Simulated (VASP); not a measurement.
Ge: single point with r2SCAN

Ge:

```
Ge
1.0
     4.10371    0.00000    0.00000
    -2.05185    3.55391    0.00000
     0.00000    0.00000   11.13803
Ge
4
Direct
  0.66667 0.33333 0.41485
  0.33333 0.66667 0.91485
  0.00000 0.00000 0.47745
  0.00000 0.00000 0.97745
```

```
Program             : VASP 6.6.1
Task                : single point
Functional          : r2SCAN
Potentials or basis : VASP PAW PBE potentials, release 64 (Ge_d)
Cutoff              : 520 eV
k mesh              : 6 × 6 × 2
Occupations         : fermi-dirac, width 0.05 eV
Spin                : no spin polarisation
```

```
Pressure               : -2.7 GPa
Largest force          : 0.311 eV/Å
Band gap on the k mesh : zero (filled and empty bands touch)
```

Forces on the atoms (eV/Å):
```
Ge   0.000  0.000  0.311
Ge   0.000  0.000  0.311
Ge   0.000  0.000 -0.311
Ge   0.000  0.000 -0.311
```

Stress tensor (GPa, compression positive):
```
-3.58  0.00  0.00
 0.00 -3.58  0.00
 0.00  0.00 -0.94
```

Levels at points of the mesh, in eV from the Fermi level:
```
           k point  band 24  band 25  band 26  band 27  band 28  band 29  band 30  band 31  band 32  band 33
(0.00, 0.00, 0.00)    -3.44    -0.55    -0.55    -0.54    -0.54     0.46     0.65     1.85     3.89     3.98
(0.50, 0.00, 0.00)    -7.57    -2.07    -2.05    -1.28    -1.10     0.65     0.87     1.79     1.86     5.34
(0.00, 0.00, 0.50)    -3.66    -0.54    -0.54    -0.54    -0.54     0.51     0.51     2.79     2.79     3.99
(0.50, 0.00, 0.50)    -7.58    -2.06    -2.06    -1.19    -1.19     0.72     0.72     1.84     1.84     5.87
```

Run time: 2.3 min on 1 thread of Intel(R) Xeon(R) 6975P-C (Granite Rapids), with other jobs on the host, peak memory 0.32 GiB.

Caveat: the PAW data sets were made with another functional, which shifts forces and pressure a little.
